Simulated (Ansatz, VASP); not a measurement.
**HC12 in VASP and in Ansatz**

```
C H
1.0
     5.05093    0.00000    0.00000
     0.00000    5.05093    0.00000
     0.00000    0.00000   22.37549
C H
24 2
Direct
  0.00000 0.25000 0.17877
  0.00000 0.75000 0.17877
  0.50000 0.25000 0.17877
  0.50000 0.75000 0.17877
  0.00000 0.00000 0.21867
  0.00000 0.50000 0.21867
  0.50000 0.00000 0.21867
  0.50000 0.50000 0.21867
  0.25000 0.00000 0.25858
  0.25000 0.50000 0.25858
  0.75000 0.00000 0.25858
  0.75000 0.50000 0.25858
  0.25000 0.25000 0.29760
  0.25000 0.75000 0.29760
  0.75000 0.25000 0.29760
  0.75000 0.75000 0.29760
  0.00000 0.25000 0.33949
  0.00000 0.75000 0.33949
  0.50000 0.25000 0.33949
  0.50000 0.75000 0.33949
  0.00000 0.00000 0.37432
  0.00000 0.50000 0.37432
  0.50000 0.00000 0.37432
  0.50000 0.50000 0.37432
  0.85201 0.37500 0.39443
  0.14799 0.37500 0.39443
```

Alike in both runs: task single point; functional PBE; k mesh 5 × 5 × 1; occupations gaussian, width 0.05 eV; no spin polarisation.

```csv
,VASP,Ansatz
version,VASP 6.6.1,Ansatz 0.2.0
potentials or method,"VASP PAW PBE potentials, release 64 (C, H), cutoff 520 eV","scalar-relativistic, plane waves, PAW"
valence electrons in the cell,98,98
```

|  | VASP | Ansatz | Ansatz less VASP |
| --- | --- | --- | --- |
| gap on the k mesh at the Fermi level (eV) | none | none | - |
| rms of the force components (eV/Å) | 1.253 | 1.253 | -0.0002 |

Atom by atom the forces differ by 0.015 eV/Å (rms over components). A gap of «none» marks a metal or a gap that the smearing closes.
